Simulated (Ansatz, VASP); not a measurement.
# SiC in VASP and in Ansatz

The input INCAR:

```
PREC = Accurate
ENCUT = 520
EDIFF = 1E-6
ISMEAR = 0
SIGMA = 0.05
LREAL = False
LASPH = True
NELM = 60
ALGO = Normal
ISIF = 2
LWAVE = False
LCHARG = True
LELF = True
LVHAR = True
NBANDS = 11
```

The input KPOINTS:

```
regular mesh
0
Gamma
  12 12 12
```

File POSCAR:

```
SiC
1.0
    1.1503366290      2.8758415725      2.8758415725
    2.8758415725      1.1503366290      2.8758415725
    2.8758415725      2.8758415725      1.1503366290
Si C
1 1
Direct
    0.0000000000      0.0000000000      0.0000000000
    0.7500000000      0.7500000000      0.7500000000
```

Input for Ansatz:

```yaml
crystal:
  lattice:
    - [1.150336629, 2.8758415725, 2.8758415725]
    - [2.8758415725, 1.150336629, 2.8758415725]
    - [2.8758415725, 2.8758415725, 1.150336629]
  atoms:
    - { symbol: Si, position: [0.0, 0.0, 0.0] }
    - { symbol: C, position: [0.75, 0.75, 0.75] }
basis:
  ecutwfc: 420
kpoints:
  mp_grid: { grid: [12, 12, 12] }
hamiltonian:
  xc: lda
scf:
  occupations: { method: gaussian, width: 0.05 }
output:
  forces: true
  stress: true
  eigenvalues: true
```

Alike in both runs: task single point; functional LDA; k mesh 12 × 12 × 12; occupations gaussian, width 0.05 eV; no spin polarisation.

|  | VASP | Ansatz |
| --- | --- | --- |
| version | VASP 6.6.1 | Ansatz 0.2.0 |
| potentials or method | VASP PAW LDA potentials, release 64 (Si, C), cutoff 520 eV | scalar-relativistic, plane waves, PAW |
| valence electrons in the cell | 8 | 8 |

```csv
,VASP,Ansatz,Ansatz less VASP
gap on the k mesh at the Fermi level (eV),none,none,-
rms of the force components (eV/Å),2.124,2.060,-0.0641
```

LDA's correlation is that of Perdew and Zunger in VASP and of Perdew and Wang (1992) in Ansatz. Atom by atom the forces differ by 0.064 eV/Å (rms over components). A gap of «none» marks a metal or a gap that the smearing closes.
